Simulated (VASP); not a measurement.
# Zn2SiN (P4/mmm) in VASP: a series of runs

Zn2SiN is run at these levels: PBE; tasks: single point, relaxation of cell and atoms.

All numbers are computed with VASP 6.6.1; they aren't measurements. Logs are shortened: lines on timing, memory, paths and dates and some standing lists are left out, and cuts for length are marked.

**1. The cell of the first run**

Symmetry: P4/mmm, No. 123, tetragonal system. The conventional cell has a = 5.231 Å, b = 5.231 Å, c = 3.364 Å, α = 90.00°, β = 90.00°, γ = 90.00°. Within 3.4 Å of Zn (site symmetry mmm) lie 2 Si at 2.62 Å and 4 N at 3.11 Å and 2 Zn at 3.36 Å. Within 2.2 Å of Si (site symmetry 4/mmm) lie 2 N at 1.68 Å. Within 2.2 Å of N (site symmetry 4/mmm) lie 2 Si at 1.68 Å.

The cell was built from a structure type or drawn by symmetry, and may not be a known phase.

**2. Single point, PBE**

Input file INCAR:

```
ALGO = Normal
EDIFF = 1E-6
ENCUT = 600
GGA = PE
GGA_COMPAT = False
ISIF = 2
ISMEAR = 0
LASPH = True
LCHARG = False
LREAL = False
LWAVE = False
NBANDS = 24
NELM = 120
PREC = Accurate
SIGMA = 0.1
```

Input file KPOINTS:

```
k-points
0
Gamma
  4 4 4
```

Input file POSCAR:

```
Zn2SiN
1.0
    5.2305114384      0.0000000000      0.0000000000
    0.0000000000      5.2305114384      0.0000000000
    0.0000000000      0.0000000000      3.3639234618
Zn Si N
2 1 1
Direct
    0.0000000000      0.5000000000      0.5000000000
    0.5000000000      0.0000000000      0.5000000000
    0.0000000000      0.0000000000      0.5000000000
    0.0000000000      0.0000000000      0.0000000000
```

Potentials or basis: VASP PAW PBE potentials, release 64 (Zn, Si, N).

Launch:

```console
cat potpaw_PBE.64/Zn/POTCAR potpaw_PBE.64/Si/POTCAR potpaw_PBE.64/N/POTCAR > POTCAR
mpirun -np 1 vasp_std > vasp.out
```

OUTCAR:

```text
EDIFF = 1E-6
   ENCUT = 600
   GGA = PE
   ISIF = 2
   ISMEAR = 0
   LASPH = True
   LREAL = False
   NELM = 120
   PREC = Accurate

 ion  position               nearest neighbor table
   1  0.000  0.500  0.500-   3 2.62   3 2.62
   2  0.500  0.000  0.500-   3 2.62   3 2.62
   3  0.000  0.000  0.500-   4 1.68   4 1.68   1 2.62   2 2.62   1 2.62   2 2.62
   4  0.000  0.000  0.000-   3 1.68   3 1.68

  LATTYP: Found a simple tetragonal cell.
 ALAT       =     5.2305114384
 C/A-ratio  =     0.6431347109

  Lattice vectors:

 A1 = (   5.2305114384,   0.0000000000,   0.0000000000)
 A2 = (   0.0000000000,   5.2305114384,   0.0000000000)
 A3 = (   0.0000000000,   0.0000000000,   3.3639234618)

Analysis of symmetry for initial positions (statically):
=====================================================================
 Subroutine PRICEL returns:
 Original cell was already a primitive cell.

 Routine SETGRP: Setting up the symmetry group for a
 simple tetragonal supercell.

 Subroutine GETGRP returns: Found 16 space group operations
 (whereof 16 operations were pure point group operations)
 out of a pool of 16 trial point group operations.

The static configuration has the point symmetry D_4h.

Analysis of symmetry for dynamics (positions and initial velocities):
=====================================================================
 Subroutine PRICEL returns:
 Original cell was already a primitive cell.

 Routine SETGRP: Setting up the symmetry group for a
 simple tetragonal supercell.

 Subroutine GETGRP returns: Found 16 space group operations
 (whereof 16 operations were pure point group operations)
 out of a pool of 16 trial point group operations.

The dynamic configuration has the point symmetry D_4h.

 Subroutine INISYM returns: Found 16 space group operations
 (whereof 16 operations are pure point group operations),
 and found     1 'primitive' translations

----------------------------------------------------------------------------------------

                                     Primitive cell

  volume of cell :      92.0311

  direct lattice vectors                    reciprocal lattice vectors
     5.230511438  0.000000000  0.000000000     0.191185893  0.000000000  0.000000000
     0.000000000  5.230511438  0.000000000     0.000000000  0.191185893  0.000000000
     0.000000000  0.000000000  3.363923462     0.000000000  0.000000000  0.297271924

  length of vectors
     5.230511438  5.230511438  3.363923462     0.191185893  0.191185893  0.297271924

  position of ions in fractional coordinates (direct lattice)
     0.000000000  0.500000000  0.500000000
     0.500000000  0.000000000  0.500000000
     0.000000000  0.000000000  0.500000000
     0.000000000  0.000000000  0.000000000

  ion indices of the primitive-cell ions
   primitive index   ion index
                 1           1
                 2           2
                 3           3
                 4           4

----------------------------------------------------------------------------------------

 KPOINTS: k-points

Automatic generation of k-mesh.
 Grid dimensions read from file:
 generate k-points for:    4    4    4

 Generating k-lattice:

  Cartesian coordinates                     Fractional coordinates (reciprocal lattice)
     0.047796473  0.000000000  0.000000000     0.250000000  0.000000000  0.000000000
     0.000000000  0.047796473  0.000000000     0.000000000  0.250000000  0.000000000
     0.000000000  0.000000000  0.074317981     0.000000000  0.000000000  0.250000000

  Length of vectors
     0.047796473  0.047796473  0.074317981

  Shift w.r.t. Gamma in fractional coordinates (k-lattice)
     0.000000000  0.000000000  0.000000000

 Subroutine IBZKPT returns following result:
 ===========================================

 Found     18 irreducible k-points:

 Following reciprocal coordinates:
            Coordinates               Weight
  0.000000  0.000000  0.000000      1.000000
  0.250000  0.000000  0.000000      4.000000
  0.500000  0.000000  0.000000      2.000000
  0.250000  0.250000  0.000000      4.000000
  0.500000  0.250000  0.000000      4.000000
  0.500000  0.500000  0.000000      1.000000
[... 10 lines left out ...]
  0.500000  0.250000  0.500000      4.000000
  0.500000  0.500000  0.500000      1.000000
   k-points           NKPTS =     18   k-points in BZ     NKDIM =     18   number of bands    NBANDS=     24
   number of dos      NEDOS =    301   number of ions     NIONS =      4
   total plane-waves  NPLWV =  49392
   dimension x,y,z NGX =    42 NGY =   42 NGZ =   28
   dimension x,y,z NGXF=    84 NGYF=   84 NGZF=   56
   ions per type =               2   1   1
   NGX,Y,Z   is equivalent  to a cutoff of  13.35, 13.35, 13.84 a.u.
   NGXF,Y,Z  is equivalent  to a cutoff of  26.70, 26.70, 27.68 a.u.
 SYSTEM =  unknown system
   PREC   = accura    normal or accurate (medium, high low for compatibility)
   ISTART =      0    job   : 0-new  1-cont  2-samecut
   ICHARG =      2    charge: 1-file 2-atom 10-const
   ISPIN  =      1    spin polarized calculation?
   LNONCOLLINEAR =      F non collinear calculations
   LSORBIT =      F    spin-orbit coupling
   LASPH  =      T    aspherical Exc in radial PAW
   ENCUT  =  600.0 eV  44.10 Ry    6.64 a.u.  10.45 10.45  6.72*2*pi/ulx,y,z
   NELM   =    120;   NELMIN=  2; NELMDL= -5     # of ELM steps
   EDIFF  = 0.1E-05   stopping-criterion for ELM
   LREAL  =      F    real-space projection
   EDIFFG = 0.1E-04   stopping-criterion for IOM
   NSW    =      0    number of steps for IOM
   IBRION =     -1    ionic relax: 0-MD 1-quasi-New 2-CG
   NFREE  =      0    steps in history (QN), initial steepest desc. (CG)
   ISIF   =      2    stress and relaxation
   ISYM   =      2    0-nonsym 1-usesym 2-fastsym
   POTIM  = 0.5000    time-step for ionic-motion
   TEBEG  =    0.0;   TEEND  =   0.0 temperature during run
   PSTRESS=    0.0 pullay stress
   NELECT =      33.0000    total number of electrons
   NUPDOWN=      -1.0000    fix difference up-down
   EMIN   =  10.00;   EMAX   =-10.00  energy-range for DOS
   EFERMI =   0.00;   METHOD = LEGACY
   ISMEAR =     0;   SIGMA  =   0.10  broadening in eV -4-tet -1-fermi 0-gaus
   EFERMI_NEDOS =   21; number of points for ismear=-14 and -15
   IALGO  =     38    algorithm
   IMIX   =      4    mixing-type and parameters
     AMIX     =   0.40;   BMIX     =  1.00
     AMIX_MAG =   1.60;   BMIX_MAG =  1.00
  volume/ion in A,a.u.               =      23.01       155.26
  Fermi-wavevector in a.u.,A,eV,Ry     =   1.163058  2.197861 18.404651  1.352704
  Thomas-Fermi vector in A             =   2.299612
   LORBIT       =      0    0 simple, 1 ext, 2 COOP (PROOUT), +10 PAW based schemes
   GGA     = PE    functional components
   LHFCALC =     F    Hartree Fock is set to
   AEXX    =    0.0000 exact exchange contribution
   IVDW    =     0    specifies the selected vdW correction
   LEPSILON=     F    determine dielectric tensor
   LRPA    =     F    only Hartree local field effects (RPA)
 non-spin polarized calculation
 Gauss-broadening in eV      SIGMA  =   0.10
  energy-cutoff  :      600.00
  volume of cell :       92.03
 maximum number of plane-waves:      3097
 NGX is ok and might be reduce to    42
   NGX = 21   NGY = 21   NGZ = 13

 number of electron      33.0000016 magnetization

 Free energy of the ion-electron system (eV)
  ---------------------------------------------------
  ext. energy  EPLUGINS =         0.00000000
  ---------------------------------------------------
  free energy    TOTEN  =       -13.46804198 eV

  energy without entropy =      -13.45436497  energy(sigma->0) =      -13.46120348

 E-fermi :   1.3887     XC(G=0):  -8.3289

 val. band max:        1.3819440621   @ k =   0.5000   0.5000   0.2500
 cond. band min:       1.3954632182   @ k =   0.5000   0.2500   0.2500
 fundamental gap:      0.0135191561
 Fermi energy:         1.3887070622

 k-point     1 :       0.0000    0.0000    0.0000
  band No.  band energies     occupation
      1     -14.8515      2.00000
      2      -5.8745      2.00000
      3      -5.6863      2.00000
      4      -5.6758      2.00000
      5      -5.6342      2.00000
      6      -5.5807      2.00000
[... 16 lines left out ...]
     23       8.0245      0.00000
     24       9.0884      0.00000

 k-point     2 :       0.2500    0.0000    0.0000
  band No.  band energies     occupation
      1     -14.8376      2.00000
      2      -5.8866      2.00000
      3      -5.7220      2.00000
      4      -5.6712      2.00000
      5      -5.6500      2.00000
      6      -5.6310      2.00000
[... 16 lines left out ...]
     23       9.3268      0.00000
     24       9.7840      0.00000

 k-point     3 :       0.5000    0.0000    0.0000
  band No.  band energies     occupation
      1     -14.8236      2.00000
      2      -5.9447      2.00000
      3      -5.7695      2.00000
      4      -5.7048      2.00000
      5      -5.6627      2.00000
      6      -5.6374      2.00000
[... 16 lines left out ...]
     23       8.6651      0.00000
     24       9.9839      0.00000

 k-point     4 :       0.2500    0.2500    0.0000
  band No.  band energies     occupation
      1     -14.8239      2.00000
      2      -5.9207      2.00000
      3      -5.8097      2.00000
      4      -5.7132      2.00000
      5      -5.6651      2.00000
      6      -5.6440      2.00000
[... 16 lines left out ...]
     23       8.8896      0.00000
     24       9.4741      0.00000

 k-point     5 :       0.5000    0.2500    0.0000
  band No.  band energies     occupation
      1     -14.8100      2.00000
      2      -5.9888      2.00000
      3      -5.8931      2.00000
      4      -5.7735      2.00000
      5      -5.6623      2.00000
      6      -5.6548      2.00000
[... 289 lines left out ...]
 k-point    16 :       0.2500    0.2500    0.5000
  band No.  band energies     occupation
      1     -13.8385      2.00000
      2      -8.9691      2.00000
      3      -5.6981      2.00000
      4      -5.6499      2.00000
      5      -5.6431      2.00000
      6      -5.6312      2.00000
[... 16 lines left out ...]
     23       7.4845      0.00000
     24       8.0727      0.00000

 k-point    17 :       0.5000    0.2500    0.5000
  band No.  band energies     occupation
      1     -13.8378      2.00000
      2      -8.8776      2.00000
      3      -5.7937      2.00000
      4      -5.6724      2.00000
      5      -5.6258      2.00000
      6      -5.6146      2.00000
[... 16 lines left out ...]
     23       7.0017      0.00000
     24       8.2616      0.00000

 k-point    18 :       0.5000    0.5000    0.5000
  band No.  band energies     occupation
      1     -13.8372      2.00000
      2      -8.7822      2.00000
      3      -5.8174      2.00000
      4      -5.8174      2.00000
      5      -5.6247      2.00000
      6      -5.5832      2.00000
[... 16 lines left out ...]
     23       6.8119      0.00000
     24       6.8119      0.00000

------------------------ aborting loop because EDIFF is reached ----------------------------------------

  FORCE on cell =-STRESS in cart. coord.  units (eV):
  Direction    XX          YY          ZZ          XY          YZ          ZX
  --------------------------------------------------------------------------------------
  -------------------------------------------------------------------------------------
  Total        0.0560583      0.0560583      0.0730715      0.0000000      0.0000000      0.0000000
  in kB        0.9759243      0.9759243      1.2721077      0.0000000      0.0000000      0.0000000
  external PRESSURE =       1.0746521 kB  Pullay stress =       0.0000000 kB

 VOLUME and BASIS-vectors are now :
 -----------------------------------------------------------------------------
  energy-cutoff  :      600.00
  volume of cell :       92.03
      direct lattice vectors                 reciprocal lattice vectors
     5.230511438  0.000000000  0.000000000     0.191185893  0.000000000  0.000000000
     0.000000000  5.230511438  0.000000000     0.000000000  0.191185893  0.000000000
     0.000000000  0.000000000  3.363923462     0.000000000  0.000000000  0.297271924

 POSITION                                       TOTAL-FORCE (eV/Angst)
 -----------------------------------------------------------------------------------
      0.00000      2.61526      1.68196         0.000000      0.000000      0.000000
      2.61526      0.00000      1.68196         0.000000      0.000000      0.000000
      0.00000      0.00000      1.68196         0.000000      0.000000      0.000000
      0.00000      0.00000      0.00000         0.000000      0.000000      0.000000
 -----------------------------------------------------------------------------------
    total drift:                                0.000000      0.000000     -0.000000

  FREE ENERGIE OF THE ION-ELECTRON SYSTEM (eV)
  ---------------------------------------------------
  free  energy   TOTEN  =       -13.4680419805 eV

  energy  without entropy=      -13.4543649715  energy(sigma->0) =      -13.46120348
```

It took 49 s on 1 thread of Intel Xeon Platinum 8488C (Sapphire Rapids), shared host; peak memory 0.23 GiB.

Results:

- Free energy: -13.4680 eV
- Pressure: 0.1 GPa
- Band gap on the k mesh: zero (an odd number of electrons rules out a gap without spin polarisation)

Levels at points of the mesh, in eV from the Fermi level:
```
           k point  band 13  band 14  band 15  band 16  band 17  band 18  band 19  band 20
(0.00, 0.00, 0.00)    -5.40    -5.00    -5.00    -2.46     0.84     2.03     2.03     4.55
(0.50, 0.00, 0.00)    -6.04    -4.81    -4.57    -0.87    -0.40     1.93     2.45     2.86
(0.50, 0.50, 0.00)    -5.74    -5.74    -3.05    -0.77    -0.60    -0.60     4.02     6.02
(0.00, 0.00, 0.50)    -2.77    -2.77    -2.31    -1.49    -1.49    -0.26     0.32     2.29
(0.50, 0.00, 0.50)    -3.36    -3.35    -2.76    -1.54    -1.20     1.32     2.29     2.63
(0.50, 0.50, 0.50)    -3.33    -3.33    -3.06    -3.06     0.65     1.28     2.63     2.63
```

Caveat: the k points lie up to 0.47 Å⁻¹ apart, too coarse for converged energies and pressures of a metal.

[end of part 1 of 2]
